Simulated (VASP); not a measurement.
Write the native input for VASP 6.6.1 that does the following.

* Task: relaxation of cell and atoms
* Functional: PBE
* Potentials or basis: VASP PAW PBE potentials, release 64 (Pd, C)
* Cutoff: 600 eV
* k mesh: 6 × 6 × 6
* Occupations: gaussian, width 0.1 eV
* Spin: no spin polarisation
* Dipole correction: no
* Further INCAR settings: ALGO = Normal; EDIFF = 1e-07; IBRION = 2; EDIFFG = -0.04; NSW = 90; ISIF = 3

The structure of PdC lies in POSCAR:

```
PdC
1.0
    1.5989123890     -4.2187519453      0.0000000000
    1.5989123890      4.2187519453      0.0000000000
    0.0000000000      0.0000000000      3.1762178538
Pd C
2 2
Direct
    0.8540000000      0.1460000000      0.7500000000
    0.1460000000      0.8540000000      0.2500000000
    0.5500000000      0.4500000000      0.7500000000
    0.4500000000      0.5500000000      0.2500000000
```

The input as run:

INCAR

```
PREC = Accurate
ENCUT = 600
EDIFF = 1E-7
ISMEAR = 0
SIGMA = 0.1
LREAL = False
LASPH = True
NELM = 80
ALGO = Normal
ISIF = 3
LWAVE = False
LCHARG = False
GGA = PE
IBRION = 2
NSW = 90
EDIFFG = -0.04
```

KPOINTS

```
regular mesh
0
Gamma
  6 6 6
```

Potentials or basis: VASP PAW PBE potentials, release 64 (Pd, C).

Run with:

```sh
$ cat potpaw_PBE.64/Pd/POTCAR potpaw_PBE.64/C/POTCAR > POTCAR
$ mpirun -np 1 vasp_std > vasp.out
```

Results of the run:

The relaxed volume is 11.31 Å³/atom. The relaxed cell is a = 4.403 Å, b = 4.403 Å, c = 2.597 Å, α = 90.00°, β = 90.00°, γ = 115.98°. The space group after relaxing (to 0.1 Å) is Cmcm (No. 63) and the energy gained by relaxing is 785.1 meV/atom. The ionic steps are 31 and the pressure after relaxing is -0.2 GPa. The largest force after relaxing is 0.019 eV/Å and the band gap on the k mesh is zero (bands 14 and 15 overlap by 1.61 eV).

Caveat: a cell axis changed by over 15 % at a fixed basis, so the end point is rough.

Wall time 22 min on 1 thread of Intel(R) Xeon(R) Platinum 8488C (Sapphire Rapids), on a shared host, peak memory 0.22 GiB.
